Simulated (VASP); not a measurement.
Here is a VASP 6.6.1 calculation.

File INCAR:

```
PREC = Accurate
ENCUT = 520
EDIFF = 1E-6
ISMEAR = -1
SIGMA = 0.1
LREAL = False
LASPH = True
NELM = 150
ALGO = Normal
ISIF = 2
LWAVE = False
LCHARG = False
ISPIN = 2
MAGMOM = 4.5 -4.5 1 -1
LORBIT = 11
LMAXMIX = 4
GGA = PS
NBANDS = 34
```

The input KPOINTS:

```
regular mesh
0
Gamma
  6 11 8
```

The input POSCAR:

```
MnIr
1.0
    5.4517932800      0.0000000000      0.0000000000
    0.0000000000      2.7258966400      0.0000000000
    0.0000000000      0.0000000000      3.6430000000
Mn Ir
2 2
Direct
    0.2500000000      0.5000000000      0.5000000000
    0.7500000000      0.5000000000      0.5000000000
    0.0000000000      0.0000000000      0.0000000000
    0.5000000000      0.0000000000      0.0000000000
```

Potentials or basis: VASP PAW PBE potentials, release 64 (Mn_pv, Ir).

Command:

```console
$ cat potpaw_PBE.64/Mn_pv/POTCAR potpaw_PBE.64/Ir/POTCAR > POTCAR
$ mpirun -np 1 vasp_std > vasp.out
```

Problem. Predict the net moment.

Solution. 0.00 μB per cell.

Problem. Predict the site moments.

Solution. Mn +2.60, -2.60; Ir +0.00, -0.00 μB.

Stress tensor (GPa, compression positive):
```
-11.71   0.00   0.00
  0.00  -9.40   0.00
  0.00   0.00 -12.73
```

Caveat: the cell stands under tension; the antiferromagnetic order is the one typed at the start, and another may lie lower; the PAW data sets were made with another functional, which shifts forces and pressure a little.
